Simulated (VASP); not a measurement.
**BP: single point with LDA**

BP:

```
CELL_PARAMETERS angstrom
0.00000 2.14378 2.14378
2.14378 0.00000 2.14378
2.14378 2.14378 0.00000
ATOMIC_POSITIONS crystal
B 0.00000 0.00000 0.00000
P 0.75000 0.75000 0.75000
```

- Program: VASP 6.6.1
- Task: single point
- Functional: LDA
- Potentials or basis: VASP PAW LDA potentials, release 64 (B, P)
- Cutoff: 500 eV
- k mesh: 10 × 10 × 10
- Occupations: gaussian, width 0.01 eV
- Spin: no spin polarisation
- Dipole correction: no
- Further INCAR settings: ALGO = Normal; EDIFF = 1e-06; NBANDS = 11

```json
{
 "Pressure": "31.3 GPa",
 "Band gap on the k mesh": "0.97 eV, indirect (least direct gap 3.71 eV)"
}
```

Levels at points of the mesh, in eV from the valence-band top:
| k point | band 2 | band 3 | band 4 | band 5 | band 6 | band 7 |
| --- | --- | --- | --- | --- | --- | --- |
| (0.00, 0.00, 0.00) | 0.00 | 0.00 | 0.00 | 3.71 | 3.71 | 3.71 |
| (0.50, 0.00, 0.00) | -10.28 | -1.93 | -1.93 | 4.81 | 4.81 | 4.87 |
| (0.50, 0.50, 0.00) | -9.38 | -4.72 | -4.72 | 0.97 | 1.44 | 13.65 |

Wall time 6.3 s on 1 thread of Intel(R) Xeon(R) Platinum 8488C (Sapphire Rapids), with other jobs on the host, peak memory 0.12 GiB.

A k mesh can miss the band edges. As with any semilocal functional, this LDA gap is likely too small.
